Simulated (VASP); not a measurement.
# MgO (Cm) in VASP: single point with PBE

Aim: the single point of MgO with PBE.

Program: VASP 6.6.1. These are calculated values, not measurements. Logs are shortened: lines on timing, memory, paths and dates and some standing lists are left out, and cuts for length are marked.

## Step 1: The cell of the first run

It takes space group Cm (No. 8, monoclinic). The conventional cell has a = 10.445 Å, b = 3.521 Å, c = 6.099 Å, α = 90.00°, β = 125.73°, γ = 90.00°. Within 2.7 Å of Mg (site symmetry m) lie 5 O at 2.03 to 2.17 Å. Mg (site symmetry m) has 5 O at 1.93 to 2.31 Å within 2.6 Å. Mg (site symmetry m) has 5 O at 1.97 to 2.25 Å within 2.6 Å. Within 2.6 Å of Mg (site symmetry m) lie 5 O at 1.99 to 2.23 Å. O (site symmetry m) has 5 Mg at 1.93 to 2.17 Å within 2.6 Å. Within 2.7 Å of O (site symmetry m) lie 5 Mg at 2.07 to 2.31 Å. O (site symmetry m) has 5 Mg at 2.01 to 2.23 Å within 2.7 Å. O (site symmetry m) has 5 Mg at 1.99 to 2.25 Å within 2.6 Å.

## Step 2: Single point, PBE (atoms displaced along several vibrational modes)

Contents of INCAR:

```
SYSTEM = MgO
PREC = Accurate
ENCUT = 520
EDIFF = 1E-6
ISMEAR = 0
SIGMA = 0.05
LREAL = .FALSE.
LASPH = .TRUE.
NELM = 100
ALGO = Normal
ISIF = 2
LWAVE = .FALSE.
LCHARG = .TRUE.
GGA = PE
LELF = .TRUE.
LVHAR = .TRUE.
NBANDS = 26
```

Contents of KPOINTS:

```
Automatic mesh
0
G
  8 8 8
  0 0 0
```

Contents of POSCAR:

```
MgO
1.0
    3.5213164963      0.0000000000      0.0000000000
    1.7606582482     -3.0495495405     -4.2393824239
    1.7606582481      3.0495495406     -4.2393824239
Mg O
4 4
Direct
    0.8720249050      0.4613084288      0.7946417611
    0.3891547168      0.9441786159      0.2775119504
    0.1305898106      0.5516857187      0.1871346600
    0.6305898112      0.0204679928      0.7183523847
    0.6165081971      0.7089609516      0.0580226541
    0.1165081971      0.2246893208      0.5422942851
    0.3674352208      0.2992314456      0.9658981128
    0.8655811734      0.8010854936      0.4677521596
```

Potentials or basis: VASP PAW PBE potentials, release 64 (Mg, O).

The run is started by

```bash
$ cat potpaw_PBE.64/Mg/POTCAR potpaw_PBE.64/O/POTCAR > POTCAR
$ mpirun -np 1 vasp_std > vasp.out
```

OUTCAR:

```text
SYSTEM = MgO
   PREC = Accurate
   ENCUT = 520
   EDIFF = 1E-6
   ISMEAR = 0
   LREAL = .FALSE.
   LASPH = .TRUE.
   NELM = 100
   ISIF = 2
   GGA = PE

 ion  position               nearest neighbor table
   1  0.872  0.461  0.795-   7 2.03   7 2.03   8 2.03   6 2.07   5 2.17   4 2.82   3 2.85   3 2.85
                             4 3.02   4 3.02   3 3.06   2 3.52   2 3.52   2 3.52   2 3.52
   2  0.389  0.944  0.278-   5 1.93   7 2.04   8 2.04   8 2.04   6 2.31   4 2.82   3 2.85   3 2.85
                             4 3.02   4 3.02   3 3.06   1 3.52   1 3.52   1 3.52   1 3.52
   3  0.131  0.552  0.187-   5 1.97   5 1.97   7 2.01   6 2.08   8 2.25   2 2.85   2 2.85   1 2.85
                             1 2.85   1 3.06   2 3.06   4 3.36   4 3.36
   4  0.631  0.020  0.718-   5 1.99   8 1.99   6 2.11   6 2.11   7 2.23   1 2.82   2 2.82   2 3.02
                             2 3.02   1 3.02   1 3.02   3 3.36   3 3.36
   5  0.617  0.709  0.058-   2 1.93   3 1.97   3 1.97   4 1.99   1 2.17
   6  0.117  0.225  0.542-   1 2.07   3 2.08   4 2.11   4 2.11   2 2.31
   7  0.367  0.299  0.966-   3 2.01   1 2.03   1 2.03   2 2.04   4 2.23
   8  0.866  0.801  0.468-   4 1.99   1 2.03   2 2.04   2 2.04   3 2.25

  LATTYP: Found a body centered orthorhombic cell.
 ALAT       =     3.5213164963
 B/A-ratio  =     1.7320508076
 C/A-ratio  =     2.4078394705

  Lattice vectors:

 A1 = (  -1.7606582482,   3.0495495405,   4.2393824239)
 A2 = (   1.7606582482,  -3.0495495406,   4.2393824239)
 A3 = (   1.7606582481,   3.0495495406,  -4.2393824239)

Analysis of symmetry for initial positions (statically):
=====================================================================
 Subroutine PRICEL returns:
 Original cell was already a primitive cell.

 Routine SETGRP: Setting up the symmetry group for a
 body centered orthorhombic supercell.

 Subroutine GETGRP returns: Found  2 space group operations
 (whereof  2 operations were pure point group operations)
 out of a pool of  8 trial point group operations.

The static configuration has the point symmetry C_1h.

Analysis of symmetry for dynamics (positions and initial velocities):
=====================================================================
 Subroutine PRICEL returns:
 Original cell was already a primitive cell.

 Routine SETGRP: Setting up the symmetry group for a
 body centered orthorhombic supercell.

 Subroutine GETGRP returns: Found  2 space group operations
 (whereof  2 operations were pure point group operations)
 out of a pool of  8 trial point group operations.

The dynamic configuration has the point symmetry C_1h.

 Subroutine INISYM returns: Found  2 space group operations
 (whereof  2 operations are pure point group operations),
 and found     1 'primitive' translations

----------------------------------------------------------------------------------------

                                     Primitive cell

  volume of cell :      91.0486

  direct lattice vectors                    reciprocal lattice vectors
     3.521316496  0.000000000  0.000000000     0.283984697  0.000000000  0.117941707
     1.760658248 -3.049549541 -4.239382424     0.000000000 -0.163958642 -0.117941707
     1.760658248  3.049549541 -4.239382424     0.000000000  0.163958642 -0.117941707

  length of vectors
     3.521316496  5.511082761  5.511082761     0.307502121  0.201971984  0.201971984

  position of ions in fractional coordinates (direct lattice)
     0.872024905  0.461308429  0.794641761
     0.389154717  0.944178616  0.277511950
     0.130589811  0.551685719  0.187134660
     0.630589811  0.020467993  0.718352385
     0.616508197  0.708960952  0.058022654
     0.116508197  0.224689321  0.542294285
     0.367435221  0.299231446  0.965898113
     0.865581173  0.801085494  0.467752160

  ion indices of the primitive-cell ions
   primitive index   ion index
                 1           1
                 2           2
                 3           3
                 4           4
                 5           5
                 6           6
                 7           7
                 8           8

----------------------------------------------------------------------------------------

 KPOINTS: Automatic mesh

Automatic generation of k-mesh.
 Grid dimensions read from file:
 generate k-points for:    8    8    8

 Generating k-lattice:

  Cartesian coordinates                     Fractional coordinates (reciprocal lattice)
     0.035498087  0.000000000  0.014742713     0.125000000 -0.000000000  0.000000000
     0.000000000 -0.020494830 -0.014742713     0.000000000  0.125000000  0.000000000
     0.000000000  0.020494830 -0.014742713     0.000000000  0.000000000  0.125000000

  Length of vectors
     0.038437765  0.025246498  0.025246498

  Shift w.r.t. Gamma in fractional coordinates (k-lattice)
     0.000000000  0.000000000  0.000000000

 Subroutine IBZKPT returns following result:
 ===========================================

 Found    150 irreducible k-points:

 Following reciprocal coordinates:
            Coordinates               Weight
  0.000000  0.000000  0.000000      1.000000
  0.125000  0.000000  0.000000      4.000000
  0.250000  0.000000  0.000000      4.000000
  0.375000 -0.000000 -0.000000      4.000000
  0.500000  0.000000  0.000000      2.000000
  0.000000  0.125000  0.000000      2.000000
[... 16 lines left out ...]
  0.125000  0.250000 -0.000000      4.000000
 -0.125000 -0.000000 -0.250000      4.000000
 [... further k-points ...]
   k-points           NKPTS =    150   k-points in BZ     NKDIM =    150   number of bands    NBANDS=     26
   number of dos      NEDOS =    301   number of ions     NIONS =      8
   total plane-waves  NPLWV =  49392
   dimension x,y,z NGX =    28 NGY =   42 NGZ =   42
   dimension x,y,z NGXF=    56 NGYF=   84 NGZF=   84
   ions per type =               4   4
   NGX,Y,Z   is equivalent  to a cutoff of  13.22, 12.67, 12.67 a.u.
   NGXF,Y,Z  is equivalent  to a cutoff of  26.44, 25.34, 25.34 a.u.
 SYSTEM =  MgO
   PREC   = accura    normal or accurate (medium, high low for compatibility)
   ISTART =      0    job   : 0-new  1-cont  2-samecut
   ICHARG =      2    charge: 1-file 2-atom 10-const
   ISPIN  =      1    spin polarized calculation?
   LNONCOLLINEAR =      F non collinear calculations
   LSORBIT =      F    spin-orbit coupling
   LASPH  =      T    aspherical Exc in radial PAW
   ENCUT  =  520.0 eV  38.22 Ry    6.18 a.u.   6.55 10.25 10.25*2*pi/ulx,y,z
   NELM   =    100;   NELMIN=  2; NELMDL= -5     # of ELM steps
   EDIFF  = 0.1E-05   stopping-criterion for ELM
   LREAL  =      F    real-space projection
   EDIFFG = 0.1E-04   stopping-criterion for IOM
   NSW    =      0    number of steps for IOM
   IBRION =     -1    ionic relax: 0-MD 1-quasi-New 2-CG
   NFREE  =      0    steps in history (QN), initial steepest desc. (CG)
   ISIF   =      2    stress and relaxation
   ISYM   =      2    0-nonsym 1-usesym 2-fastsym
   POTIM  = 0.5000    time-step for ionic-motion
   TEBEG  =    0.0;   TEEND  =   0.0 temperature during run
   PSTRESS=    0.0 pullay stress
   NELECT =      32.0000    total number of electrons
   NUPDOWN=      -1.0000    fix difference up-down
   EMIN   =  10.00;   EMAX   =-10.00  energy-range for DOS
   EFERMI =   0.00;   METHOD = LEGACY
   ISMEAR =     0;   SIGMA  =   0.05  broadening in eV -4-tet -1-fermi 0-gaus
   EFERMI_NEDOS =   21; number of points for ismear=-14 and -15
   IALGO  =     38    algorithm
   IMIX   =      4    mixing-type and parameters
     AMIX     =   0.40;   BMIX     =  1.00
     AMIX_MAG =   1.60;   BMIX_MAG =  1.00
  volume/ion in A,a.u.               =      11.38        76.80
  Fermi-wavevector in a.u.,A,eV,Ry     =   1.155315  2.183229 18.160411  1.334753
  Thomas-Fermi vector in A             =   2.291944
   LORBIT       =      0    0 simple, 1 ext, 2 COOP (PROOUT), +10 PAW based schemes
   GGA     = PE    functional components
   LHFCALC =     F    Hartree Fock is set to
   AEXX    =    0.0000 exact exchange contribution
   IVDW    =     0    specifies the selected vdW correction
   LEPSILON=     F    determine dielectric tensor
   LRPA    =     F    only Hartree local field effects (RPA)
 non-spin polarized calculation
 Gauss-broadening in eV      SIGMA  =   0.05
  energy-cutoff  :      520.00
  volume of cell :       91.05
 maximum number of plane-waves:      2484
 NGX is ok and might be reduce to    28
   NGX = 13   NGY = 21   NGZ = 21

 number of electron      31.9999993 magnetization

 Free energy of the ion-electron system (eV)
  ---------------------------------------------------
  ext. energy  EPLUGINS =         0.00000000
  ---------------------------------------------------
  free energy    TOTEN  =       -46.87597787 eV

  energy without entropy =      -46.87597787  energy(sigma->0) =      -46.87597787

 E-fermi :   2.3133     XC(G=0):  -9.9215

 val. band max:        2.0648954136   @ k =   0.0000   0.0000   0.0000
 cond. band min:       4.9362130232   @ k =   0.0000   0.0000   0.0000
 fundamental gap:      2.8713176096
 Fermi energy:         2.3133123630

 k-point     1 :       0.0000    0.0000    0.0000
  band No.  band energies     occupation
      1     -15.3602      2.00000
      2     -14.2738      2.00000
      3     -14.0927      2.00000
      4     -13.2291      2.00000
      5      -2.3364      2.00000
      6      -2.0864      2.00000
[... 18 lines left out ...]
     25      14.1822      0.00000
     26      15.4534      0.00000

 k-point     2 :       0.1250    0.0000    0.0000
  band No.  band energies     occupation
      1     -15.3114      2.00000
      2     -14.2661      2.00000
      3     -14.0835      2.00000
      4     -13.2349      2.00000
      5      -2.2644      2.00000
      6      -1.9810      2.00000
[... 18 lines left out ...]
     25      14.3275      0.00000
     26      14.6028      0.00000

 k-point     3 :       0.2500    0.0000    0.0000
  band No.  band energies     occupation
      1     -15.1882      2.00000
      2     -14.2366      2.00000
      3     -14.0723      2.00000
      4     -13.2525      2.00000
      5      -2.0535      2.00000
      6      -1.8126      2.00000
[... 18 lines left out ...]
     25      14.2849      0.00000
     26      14.5816      0.00000

 k-point     4 :       0.3750   -0.0000   -0.0000
  band No.  band energies     occupation
      1     -15.0563      2.00000
      2     -14.1872      2.00000
      3     -14.0801      2.00000
      4     -13.2775      2.00000
      5      -2.0026      2.00000
      6      -1.8062      2.00000
[... 18 lines left out ...]
     25      14.3258      0.00000
     26      14.6104      0.00000

 k-point     5 :       0.5000    0.0000    0.0000
  band No.  band energies     occupation
      1     -14.9985      2.00000
      2     -14.1536      2.00000
      3     -14.0956      2.00000
      4     -13.2910      2.00000
      5      -2.1216      2.00000
      6      -1.8098      2.00000
[... 18 lines left out ...]
     25      14.1401      0.00000
     26      14.6209      0.00000

 k-point     6 :       0.0000    0.1250    0.0000
  band No.  band energies     occupation
      1     -15.3425      2.00000
      2     -14.2818      2.00000
      3     -14.1001      2.00000
      4     -13.2408      2.00000
      5      -2.3086      2.00000
      6      -2.0044      2.00000
[... 427 lines left out ...]
 k-point    21 :       0.0000    0.2500    0.0000
  band No.  band energies     occupation
      1     -15.2969      2.00000
      2     -14.3107      2.00000
      3     -14.1112      2.00000
      4     -13.2696      2.00000
      5      -2.2186      2.00000
      6      -1.7926      2.00000
[... 18 lines left out ...]
     25      14.0893      0.00000
     26      15.1568      0.00000

 k-point    22 :       0.0000   -0.0000   -0.2500
  band No.  band energies     occupation
      1     -15.2971      2.00000
      2     -14.3063      2.00000
      3     -14.1163      2.00000
      4     -13.2687      2.00000
      5      -2.2120      2.00000
      6      -1.8031      2.00000
[... 18 lines left out ...]
     25      14.0635      0.00000
     26      15.2186      0.00000

 k-point    23 :       0.1250    0.2500   -0.0000
  band No.  band energies     occupation
      1     -15.2760      2.00000
      2     -14.2697      2.00000
      3     -14.1141      2.00000
      4     -13.2537      2.00000
      5      -2.1605      2.00000
      6      -1.8725      2.00000
[... 18 lines left out ...]
     25      14.4147      0.00000
     26      14.6167      0.00000

 k-point    24 :      -0.1250   -0.0000   -0.2500
  band No.  band energies     occupation
      1     -15.2761      2.00000
      2     -14.2667      2.00000
      3     -14.1174      2.00000
      4     -13.2533      2.00000
      5      -2.1562      2.00000
      6      -1.8777      2.00000
[... 18 lines left out ...]
     25      14.3786      0.00000
     26      14.6569      0.00000

 [... further k-points ...]

------------------------ aborting loop because EDIFF is reached ----------------------------------------

  FORCE on cell =-STRESS in cart. coord.  units (eV):
  Direction    XX          YY          ZZ          XY          YZ          ZX
  --------------------------------------------------------------------------------------
  -------------------------------------------------------------------------------------
  Total        0.1895046     -0.6410411      2.3902295      0.0000000      0.0319162     -0.0000000
  in kB        3.3347016    -11.2803645     42.0607331      0.0000000      0.5616283     -0.0000000
  external PRESSURE =      11.3716901 kB  Pullay stress =       0.0000000 kB

 VOLUME and BASIS-vectors are now :
 -----------------------------------------------------------------------------
  energy-cutoff  :      520.00
  volume of cell :       91.05
      direct lattice vectors                 reciprocal lattice vectors
     3.521316496  0.000000000  0.000000000     0.283984697  0.000000000  0.117941707
     1.760658248 -3.049549541 -4.239382424     0.000000000 -0.163958642 -0.117941707
     1.760658248  3.049549541 -4.239382424     0.000000000  0.163958642 -0.117941707

 POSITION                                       TOTAL-FORCE (eV/Angst)
 -----------------------------------------------------------------------------------
      5.28197      1.01652     -5.32445        -0.000000      0.034222      1.036410
      3.52132     -2.03303     -5.17921        -0.000000      0.065537     -2.319564
      1.76066     -1.11172     -3.13214        -0.000000      1.949589     -0.486413
      3.52132      2.12823     -3.13214         0.000000     -2.044086     -0.620317
      3.52132     -1.98507     -3.25154         0.000000     -0.652646      0.970678
      1.76066      0.96855     -3.25154        -0.000000      0.659093      0.289679
      3.52132      2.03303     -5.36337        -0.000000      0.005283      0.437986
      5.28197     -1.01652     -5.37909         0.000000     -0.016991      0.691541
 -----------------------------------------------------------------------------------
    total drift:                                0.000010     -0.000222      0.002936

  FREE ENERGIE OF THE ION-ELECTRON SYSTEM (eV)
  ---------------------------------------------------
  free  energy   TOTEN  =       -46.8759778743 eV

  energy  without entropy=      -46.8759778743  energy(sigma->0) =      -46.87597787
```

Wall time 2.6 min (1 thread of Intel Xeon 6975P-C (Granite Rapids), shared host); peak memory 0.41 GiB.

Results:

| Item | Value |
| --- | --- |
| Free energy | -46.8760 eV |
| Pressure | 1.1 GPa |
| Largest force | 2.320 eV/Å |
| Band gap on the k mesh | 2.87 eV |

Forces in eV/Å, atoms in the order of the input:
```
Mg   0.000  0.034  1.036
Mg   0.000  0.066 -2.320
Mg   0.000  1.950 -0.486
Mg   0.000 -2.044 -0.620
O    0.000 -0.653  0.971
O    0.000  0.659  0.290
O    0.000  0.005  0.438
O    0.000 -0.017  0.692
```

Stress tensor (GPa, compression positive):
```
 0.33  0.00  0.00
 0.00 -1.13  0.06
 0.00  0.06  4.21
```

Caveat: the cell differs from its parent crystal (atoms displaced along several vibrational modes); the stress differs along the axes, from -1 to 4 GPa; forces of over 1 eV/Å act on the atoms, so gaps and moduli don't describe the material at rest.
